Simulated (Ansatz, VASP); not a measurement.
# Two plane-wave programs on Rh

File INCAR:

```
SYSTEM = Rh
PREC     = Accurate       ! precision mode
ENCUT    = 520            ! plane-wave cutoff, eV
EDIFF    = 1E-7           ! SCF threshold, eV
ISMEAR   = 0              ! smearing method
SIGMA    = 0.15           ! smearing width, eV
LREAL    = .FALSE.        ! projectors in reciprocal space
LASPH    = .TRUE.         ! aspherical terms in the spheres
NELM     = 80             ! most SCF steps
ALGO     = Fast           ! electronic algorithm
ISIF     = 2              ! what is computed and relaxed
LWAVE    = .FALSE.        ! write WAVECAR
LCHARG   = .FALSE.        ! write CHGCAR
GGA      = PE             ! functional
NBANDS   = 22             ! bands
```

Contents of KPOINTS:

```
regular mesh
0
G
  21 21 12
  0 0 0
```

POSCAR

```
Rh
1.0
    2.7484640086      0.0000000000      0.0000000000
   -1.3742320043      2.3802396528      0.0000000000
    0.0000000000      0.0000000000      4.6979495298
Rh
2
Direct
    0.6666666667      0.3333333333      0.7500000000
    0.3333333333      0.6666666667      0.2500000000
```

Input for Ansatz:

```yaml
crystal:
  lattice:
    - [2.7484640086, 0.0, 0.0]
    - [-1.3742320043, 2.3802396528, 0.0]
    - [0.0, 0.0, 4.6979495298]
  atoms:
    - { symbol: Rh, position: [0.6666666667, 0.3333333333, 0.75] }
    - { symbol: Rh, position: [0.3333333333, 0.6666666667, 0.25] }
basis:
  ecutwfc: 420
kpoints:
  mp_grid: { grid: [21, 21, 12] }
hamiltonian:
  xc: pbe
  pseudopotentials: { kind: paw, azcp: { folder: soft_1 } }
scf:
  occupations: { method: gaussian, width: 0.15 }
output:
  forces: true
  stress: true
  eigenvalues: true
```

Alike in both runs: task single point; functional PBE; k mesh 21 × 21 × 12; occupations gaussian, width 0.15 eV; no spin polarisation.

```csv
,VASP,Ansatz
version,VASP 6.6.1,Ansatz 0.2.0
potentials or method,"VASP PAW PBE potentials, release 64 (Rh_pv), cutoff 520 eV","scalar-relativistic, plane waves, PAW"
valence electrons in the cell,30,34
```

```csv
,VASP,Ansatz,Ansatz less VASP
gap on the k mesh at the Fermi level (eV),none,none,-
pressure (GPa),-16.8,-16.8,-0.02
"traceless stress, the component that is largest in VASP (GPa)",-6.81,-6.81,+0.006
```

A gap of «none» marks a metal or a gap that the smearing closes. The functional is the same, so the differences come from potentials, cutoffs and numerics. VASP's potentials hold 30 valence electrons a cell and Ansatz's 34, so a difference there can come from the potentials and not from the codes.
